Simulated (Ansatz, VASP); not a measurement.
## InAs in VASP and in Ansatz

Contents of INCAR:

```
SYSTEM = InAs
PREC     = Accurate       ! precision mode
ENCUT    = 500            ! plane-wave cutoff, eV
EDIFF    = 1E-6           ! SCF threshold, eV
ISMEAR   = 0              ! smearing method
SIGMA    = 0.1            ! smearing width, eV
LREAL    = .FALSE.        ! projectors in reciprocal space
LASPH    = .TRUE.         ! aspherical terms in the spheres
NELM     = 120            ! most SCF steps
ALGO     = Normal         ! electronic algorithm
ISIF     = 2              ! what is computed and relaxed
LWAVE    = .FALSE.        ! write WAVECAR
LCHARG   = .FALSE.        ! write CHGCAR
GGA      = PS             ! functional
NBANDS   = 16             ! bands
GGA_COMPAT= .FALSE.
```

Contents of KPOINTS:

```
Automatic mesh
0
G
  12 12 12
  0 0 0
```

POSCAR

```
InAs
1.0
    0.0000000000      2.9303614858      2.9303614858
    2.9303614858      0.0000000000      2.9303614858
    2.9303614858      2.9303614858      0.0000000000
In As
1 1
Direct
    0.5000000000      0.5000000000      0.5000000000
    0.0000000000      0.0000000000      0.0000000000
```

Input for Ansatz:

```yaml
crystal:
  lattice:
    - [0.0, 2.9303614858, 2.9303614858]
    - [2.9303614858, 0.0, 2.9303614858]
    - [2.9303614858, 2.9303614858, 0.0]
  atoms:
    - { symbol: In, position: [0.5, 0.5, 0.5] }
    - { symbol: As, position: [0.0, 0.0, 0.0] }
basis:
  ecutwfc: 420
kpoints:
  mp_grid: { grid: [12, 12, 12] }
hamiltonian:
  xc: pbesol
scf:
  occupations: { method: gaussian, width: 0.1 }
output:
  forces: true
  stress: true
  eigenvalues: true
```

Alike in both runs: task single point; functional PBEsol; k mesh 12 × 12 × 12; occupations gaussian, width 0.1 eV; no spin polarisation.

|  | VASP | Ansatz |
| --- | --- | --- |
| version | VASP 6.6.1 | Ansatz 0.2.0 |
| potentials or method | VASP PAW PBE potentials, release 64 (In_d, As), cutoff 500 eV | scalar-relativistic, plane waves, PAW |
| valence electrons in the cell | 18 | 28 |

```tsv
	VASP	Ansatz	Ansatz less VASP
gap on the k mesh at the Fermi level (eV)	none	none	-
pressure (GPa)	-5.9	-5.9	-0.06
```

VASP's potentials were made for PBE, not for PBEsol. A gap of «none» marks a metal or a gap that the smearing closes. With one functional, cell and mesh, what is left measures potentials, basis and numerics. VASP's potentials hold 18 valence electrons a cell and Ansatz's 28, so a difference there can come from the potentials and not from the codes.
